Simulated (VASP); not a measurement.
# TaN (P6/mmm) in VASP: single point with LDA+U

Aim: the single point of TaN with LDA+U.

Program: VASP 6.6.1. These are calculated values, not measurements. Logs are shortened: lines on timing, memory, paths and dates and some standing lists are left out, and cuts for length are marked.

## 1. The cell of the first run

Symmetry: P6/mmm, No. 191, hexagonal system. The conventional cell has a = 5.185 Å, b = 5.185 Å, c = 2.908 Å, α = 90.00°, β = 90.00°, γ = 120.00°. Within 3.4 Å of Ta (site symmetry 6/mmm) lie 6 N at 2.59 Å and 14 Ta at 2.91 to 3.33 Å. Within 2.8 Å of Ta (site symmetry -6m2) lie 6 N at 2.09 Å. Within 2.8 Å of N (site symmetry mmm) lie 6 Ta at 2.09 to 2.59 Å and 4 N at 2.59 Å.

## 2. Single point, LDA+U

INCAR reads:

```
  PREC = Accurate
  ENCUT = 520
  EDIFF = 1E-6
  ISMEAR = 0
  SIGMA = 0.05
  LREAL = False
  LASPH = True
  NELM = 150
  ALGO = Normal
  ISIF = 2
  LWAVE = False
  LCHARG = False
  LMAXMIX = 4
  LDAU = True
  LDAUTYPE = 2
  LDAUL = 2 -1
  LDAUU = 4 0
  LDAUJ = 0 0
  LDAUPRINT = 1
  GGA = CA
  NBANDS = 33
```

KPOINTS reads:

```
Automatic mesh
0
Gamma
  4 4 7
```

POSCAR reads:

```
TaN
1.0
    5.1850002000      0.0000000000      0.0000000000
   -2.5925001000      4.4903418900      0.0000000000
    0.0000000000      0.0000000000      2.9080005300
Ta N
3 3
Direct
    0.0000000000      0.0000000000      0.0000000000
    0.3333333333      0.6666666667      0.5000000000
    0.6666666667      0.3333333333      0.5000000000
    0.5000000000      0.0000000000      0.0000000000
    0.5000000000      0.5000000000      0.0000000000
    0.0000000000      0.5000000000      0.0000000000
```

Potentials or basis: VASP PAW LDA potentials, release 64 (Ta_pv, N).

Command:

```console
$ cat potpaw_LDA.64/Ta_pv/POTCAR potpaw_LDA.64/N/POTCAR > POTCAR
$ mpirun -np 1 vasp_std > vasp.out
```

OUTCAR:

```text
PREC = Accurate
   ENCUT = 520
   EDIFF = 1E-6
   ISMEAR = 0
   LREAL = False
   LASPH = True
   NELM = 150
   ISIF = 2
   GGA = CA

 ion  position               nearest neighbor table
   1  0.000  0.000  0.000-   5 2.59   6 2.59   6 2.59   5 2.59   4 2.59   4 2.59   2 3.33   3 3.33
                             2 3.33   3 3.33   2 3.33   2 3.33   3 3.33   3 3.33   2 3.33   3 3.33
   2  0.333  0.667  0.500-   4 2.09   4 2.09   6 2.09   6 2.09   5 2.09   5 2.09   3 2.99   3 2.99
                             3 2.99   1 3.33   1 3.33   1 3.33   1 3.33   1 3.33   1 3.33
   3  0.667  0.333  0.500-   4 2.09   4 2.09   6 2.09   6 2.09   5 2.09   5 2.09   2 2.99   2 2.99
                             2 2.99   1 3.33   1 3.33   1 3.33   1 3.33   1 3.33   1 3.33
   4  0.500  0.000  0.000-   2 2.09   3 2.09   2 2.09   3 2.09   1 2.59   1 2.59
   5  0.500  0.500  0.000-   2 2.09   3 2.09   2 2.09   3 2.09   1 2.59   1 2.59
   6  0.000  0.500  0.000-   2 2.09   3 2.09   2 2.09   3 2.09   1 2.59   1 2.59

  LATTYP: Found a hexagonal cell.
 ALAT       =     5.1850002000
 C/A-ratio  =     0.5608486823

  Lattice vectors:

 A1 = (   5.1850002000,   0.0000000000,   0.0000000000)
 A2 = (  -2.5925001000,   4.4903418900,   0.0000000000)
 A3 = (   0.0000000000,   0.0000000000,   2.9080005300)

Analysis of symmetry for initial positions (statically):
=====================================================================
 Subroutine PRICEL returns:
 Original cell was already a primitive cell.

 Routine SETGRP: Setting up the symmetry group for a
 hexagonal supercell.

 Subroutine GETGRP returns: Found 24 space group operations
 (whereof 24 operations were pure point group operations)
 out of a pool of 24 trial point group operations.

The static configuration has the point symmetry D_6h.

Analysis of symmetry for dynamics (positions and initial velocities):
=====================================================================
 Subroutine PRICEL returns:
 Original cell was already a primitive cell.

 Routine SETGRP: Setting up the symmetry group for a
 hexagonal supercell.

 Subroutine GETGRP returns: Found 24 space group operations
[... 140 lines left out ...]
  volume of cell :       67.71
 maximum number of plane-waves:      1840
 NGX is ok and might be reduce to    40
   NGX = 19   NGY = 19   NGZ = 11

atom =   1  type =  1  l = 2

 onsite density matrix

spin component  1
[... 83 lines left out ...]
  o =  0.2143  v =  1.0000  0.0000  0.0000  0.0000  0.0000  0.0000  0.0000  0.0000  0.0000  0.0000      0.0000  0.0000  0.0000  0.0000  0.0000  0.0000  0.0000  0.0000  0.0000  0.0000
  o =  0.2143  v =  0.0000  0.0000  0.0000  0.0000  0.0000  1.0000  0.0000  0.0000  0.0000  0.0000      0.0000  0.0000  0.0000  0.0000  0.0000  0.0000  0.0000  0.0000  0.0000  0.0000
  o =  0.2143  v =  0.0000  0.0000 -0.0000 -0.0000 -1.0000  0.0000  0.0000  0.0000  0.0000  0.0000      0.0000  0.0000  0.0000  0.0000  0.0000  0.0000  0.0000  0.0000  0.0000  0.0000
  o =  0.2143  v =  0.0000  0.0000  0.0000  0.0000  0.0000  0.0000  0.0000 -0.0000 -0.0000 -1.0000      0.0000  0.0000  0.0000  0.0000  0.0000  0.0000  0.0000  0.0000  0.0000  0.0000
  o =  0.2436  v =  0.0000  1.0000  0.0000  0.0000  0.0000  0.0000  0.0000  0.0000  0.0000  0.0000      0.0000  0.0000  0.0000  0.0000  0.0000  0.0000  0.0000  0.0000  0.0000  0.0000
  o =  0.2436  v =  0.0000  0.0000  0.0000  0.0000  0.0000  0.0000  1.0000  0.0000  0.0000  0.0000      0.0000  0.0000  0.0000  0.0000  0.0000  0.0000  0.0000  0.0000  0.0000  0.0000
  o =  0.2436  v =  0.0000  0.0000  0.0000 -1.0000  0.0000  0.0000  0.0000  0.0000  0.0000  0.0000      0.0000  0.0000  0.0000  0.0000  0.0000  0.0000  0.0000  0.0000  0.0000  0.0000
  o =  0.2436  v =  0.0000  0.0000  0.0000  0.0000  0.0000  0.0000  0.0000  0.0000 -1.0000  0.0000      0.0000  0.0000  0.0000  0.0000  0.0000  0.0000  0.0000  0.0000  0.0000  0.0000
  o =  0.2663  v =  0.0000  0.0000  0.0000  0.0000  0.0000  0.0000  0.0000 -1.0000 -0.0000  0.0000      0.0000  0.0000  0.0000  0.0000  0.0000  0.0000  0.0000  0.0000  0.0000  0.0000
  o =  0.2663  v =  0.0000  0.0000 -1.0000 -0.0000  0.0000  0.0000  0.0000  0.0000  0.0000  0.0000      0.0000  0.0000  0.0000  0.0000  0.0000  0.0000  0.0000  0.0000  0.0000  0.0000

 number of electron      48.0000007 magnetization

 Free energy of the ion-electron system (eV)
  ---------------------------------------------------
  ext. energy  EPLUGINS =         0.00000000
  ---------------------------------------------------
  free energy    TOTEN  =       -60.55623619 eV

  energy without entropy =      -60.55507467  energy(sigma->0) =      -60.55565543

 E-fermi :   8.5865     XC(G=0): -13.3026

 val. band max:        8.5376478952   @ k =   0.2500   0.0000   0.4286
 cond. band min:       8.7867985944   @ k =   0.0000   0.0000   0.2857
 fundamental gap:      0.2491506992
 Fermi energy:         8.5865441237

 k-point     1 :       0.0000    0.0000    0.0000
  band No.  band energies     occupation
      1     -28.2520      2.00000
      2     -28.2520      2.00000
      3     -27.9208      2.00000
      4     -27.9208      2.00000
      5     -27.6374      2.00000
      6     -27.6374      2.00000
[... 565 lines left out ...]
     32      12.6061      0.00000
     33      14.1049      0.00000

------------------------ aborting loop because EDIFF is reached ----------------------------------------

  FORCE on cell =-STRESS in cart. coord.  units (eV):
  Direction    XX          YY          ZZ          XY          YZ          ZX
  --------------------------------------------------------------------------------------
  -------------------------------------------------------------------------------------
  Total        3.5628938      3.5628938      4.2320901      0.0000000      0.0000000      0.0000000
  in kB       84.3122723     84.3122723    100.1481240      0.0000000      0.0000000      0.0000000
  external PRESSURE =      89.5908896 kB  Pullay stress =       0.0000000 kB

 VOLUME and BASIS-vectors are now :
 -----------------------------------------------------------------------------
  energy-cutoff  :      520.00
  volume of cell :       67.71
      direct lattice vectors                 reciprocal lattice vectors
     5.185000200  0.000000000  0.000000000     0.192864023  0.111350096  0.000000000
    -2.592500100  4.490341890  0.000000000     0.000000000  0.222700192  0.000000000
     0.000000000  0.000000000  2.908000530     0.000000000  0.000000000  0.343878892

 POSITION                                       TOTAL-FORCE (eV/Angst)
 -----------------------------------------------------------------------------------
      0.00000      0.00000      0.00000         0.000000      0.000000      0.000000
     -0.00000      2.99356      1.45400         0.000000      0.000000      0.000000
      2.59250      1.49678      1.45400        -0.000000     -0.000000      0.000000
      2.59250      0.00000      0.00000         0.000000      0.000000      0.000000
      1.29625      2.24517      0.00000         0.000000      0.000000      0.000000
     -1.29625      2.24517      0.00000         0.000000      0.000000      0.000000
 -----------------------------------------------------------------------------------
    total drift:                               -0.000000      0.000000     -0.000000

  FREE ENERGIE OF THE ION-ELECTRON SYSTEM (eV)
  ---------------------------------------------------
  free  energy   TOTEN  =       -60.5562361903 eV

  energy  without entropy=      -60.5550746698  energy(sigma->0) =      -60.55565543
```

It took 13 s on 1 thread of Intel Xeon 6975P-C (Granite Rapids), shared host; peak memory 0.17 GiB.

Results:

| Property | Result |
| --- | --- |
| Free energy | -60.5562 eV |
| Pressure | 9.0 GPa |
| Band gap on the k mesh | zero (band 24 reaches 9.14 eV, above the bottom of band 25 at 7.48 eV) |

Eigenvalues of the final occupation matrices:
```csv
site,spin,trace,eigenvalues
site 1 d,1,1.08,0.16 0.16 0.25 0.25 0.26
site 1 d,2,1.08,0.16 0.16 0.25 0.25 0.26
site 2 d,1,1.18,0.21 0.21 0.24 0.24 0.27
site 2 d,2,1.18,0.21 0.21 0.24 0.24 0.27
site 3 d,1,1.18,0.21 0.21 0.24 0.24 0.27
site 3 d,2,1.18,0.21 0.21 0.24 0.24 0.27
```

Caveat: spin-orbit coupling is left out, which moves the levels of the heavy elements; U without spin polarisation on a metal has little footing.
